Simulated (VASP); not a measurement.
Al3Ga13As16:

```
Ga Al As
1.0
    11.32536    0.00000    0.00000
     0.00000   11.32536    0.00000
     0.00000    0.00000   11.32536
Ga Al As
26 6 32
Direct
  0.00066 0.99679 0.99906
  0.99945 0.00105 0.49752
  0.99692 0.50318 0.99882
  0.00136 0.50087 0.50007
  0.50207 0.00174 0.00010
  0.50281 0.00153 0.49806
  0.50053 0.50157 0.00248
  0.24964 0.24933 0.99859
  0.25023 0.74968 0.00115
  0.24943 0.74986 0.49996
  0.74784 0.25020 0.99760
  0.74741 0.25113 0.49945
  0.74545 0.75169 0.99936
  0.74932 0.75106 0.49889
  0.25024 0.99665 0.25395
  0.24757 0.50259 0.25154
  0.24580 0.49785 0.74938
  0.74937 0.00059 0.24982
  0.75026 0.00219 0.74985
  0.75082 0.50253 0.74950
  0.99890 0.75062 0.24896
  0.99938 0.74956 0.74831
  0.50006 0.24933 0.25185
  0.50002 0.24979 0.75450
  0.50511 0.75273 0.25165
  0.50151 0.74713 0.74939
  0.50226 0.50279 0.50087
  0.24875 0.24726 0.50074
  0.24782 0.00026 0.74645
  0.75031 0.49928 0.25003
  0.99845 0.24842 0.25004
  0.99803 0.25379 0.75005
  0.12573 0.12512 0.12341
  0.12563 0.12405 0.62425
  0.12687 0.62206 0.12634
  0.12561 0.62169 0.62622
  0.62407 0.12423 0.12388
  0.62553 0.12268 0.62436
  0.62611 0.62702 0.12591
  0.62251 0.62243 0.62481
  0.37373 0.37378 0.12408
  0.37395 0.37473 0.62401
  0.37393 0.87459 0.12837
  0.37159 0.87504 0.62349
  0.87569 0.37322 0.12566
  0.87646 0.37223 0.62622
  0.87380 0.87297 0.12582
  0.87251 0.87418 0.62702
  0.37429 0.12376 0.37200
  0.37248 0.12584 0.87573
  0.37567 0.62265 0.37525
  0.37394 0.62174 0.87648
  0.87536 0.12689 0.37646
  0.87199 0.12305 0.87511
  0.87568 0.62395 0.37569
  0.87513 0.62346 0.87843
  0.12560 0.37658 0.37473
  0.12596 0.37486 0.87678
  0.12537 0.87773 0.37893
  0.12408 0.87214 0.87359
  0.62587 0.37207 0.37538
  0.62144 0.37324 0.87540
  0.62903 0.87626 0.37429
  0.62322 0.87306 0.87711
```

```yaml
Program: VASP 6.6.1
Task: relaxation of volume and atoms at fixed shape
Functional: PBEsol
Potentials_or_basis: VASP PAW PBE potentials, release 64 (Ga_d, Al, As)
Cutoff: 500 eV
k_mesh: 1 × 1 × 1, shifted
Occupations: fermi-dirac, width 0.05 eV
Spin: no spin polarisation
```

At the start: pressure 0.3 GPa; volume 22.70 Å³/atom.

How do energy, volume and symmetry change on relaxing?

Over 10 steps the energy falls by 7.4 meV/atom and the volume is 22.74 Å³/atom (+0.2 %); space group P1 (No. 1, to 0.1 Å) before and after.

The path:
```
step  energy change (eV)  largest force (eV/Å)  pressure (GPa)  volume (Å³)
   1              0.0000                0.8470            0.27      1452.63
   2             -0.4301                0.1990           -0.21      1460.56
   3             -0.4387                0.1729           -0.27      1461.88
   4             -0.4583                0.0776            0.11      1453.82
   5             -0.4584                0.0697            0.15      1453.10
   6             -0.4643                0.0537            0.02      1455.68
   7             -0.4649                0.0646           -0.03      1456.81
   8             -0.4677                0.0404           -0.03      1456.69
   9             -0.4695                0.0453           -0.02      1456.50
  10             -0.4713                0.0243            0.03      1455.54
```

Final structure:
```
Ga Al As
1.0
    11.33290    0.00000    0.00000
     0.00000   11.33290    0.00000
     0.00000    0.00000   11.33290
Ga Al As
26 6 32
Direct
  0.00019 0.99880 0.99984
  0.99896 0.99965 0.50036
  0.99983 0.50078 0.00044
  0.00007 0.49990 0.50015
  0.49909 0.00018 0.00030
  0.50053 0.99978 0.49996
  0.49969 0.50030 0.00069
  0.24976 0.24962 0.00057
  0.25015 0.74929 0.00043
  0.24981 0.74950 0.50014
  0.74919 0.25002 0.99933
  0.74925 0.25002 0.50091
  0.74898 0.75062 0.99982
  0.75035 0.74978 0.50043
  0.24984 0.99863 0.25033
  0.25002 0.50057 0.25030
  0.24962 0.49909 0.75092
  0.75033 0.00073 0.24965
  0.74898 0.99955 0.75067
  0.74934 0.50035 0.75046
  0.99986 0.74999 0.25049
  0.99961 0.74912 0.75026
  0.49971 0.24943 0.24993
  0.49944 0.24988 0.75119
  0.50044 0.75074 0.25075
  0.49946 0.74916 0.75004
  0.49931 0.49921 0.50038
  0.24937 0.24924 0.49978
  0.24914 0.99874 0.74922
  0.75001 0.49906 0.24981
  0.00001 0.24937 0.24913
  0.99870 0.24950 0.75043
  0.12526 0.12353 0.12490
  0.12419 0.12487 0.62528
  0.12484 0.62519 0.12554
  0.12499 0.62425 0.62539
  0.62451 0.12495 0.12449
  0.62438 0.12495 0.62587
  0.62489 0.62541 0.12558
  0.62456 0.62478 0.62492
  0.37443 0.37483 0.12532
  0.37432 0.37408 0.62556
  0.37484 0.87437 0.12530
  0.37534 0.87430 0.62453
  0.87499 0.37457 0.12428
  0.87424 0.37559 0.62536
  0.87489 0.87464 0.12504
  0.87438 0.87464 0.62578
  0.37502 0.12409 0.37473
  0.37385 0.12431 0.87485
  0.37511 0.62536 0.37502
  0.37450 0.62426 0.87506
  0.87467 0.12548 0.37568
  0.87420 0.12391 0.87573
  0.87488 0.62455 0.37511
  0.87403 0.62507 0.87531
  0.12477 0.37495 0.37445
  0.12402 0.37459 0.87578
  0.12428 0.87465 0.37574
  0.12487 0.87367 0.87522
  0.62470 0.37439 0.37525
  0.62420 0.37520 0.87507
  0.62609 0.87542 0.37514
  0.62332 0.87486 0.87488
```

Caveat: the PAW data sets were made with another functional, which shifts forces and pressure a little.
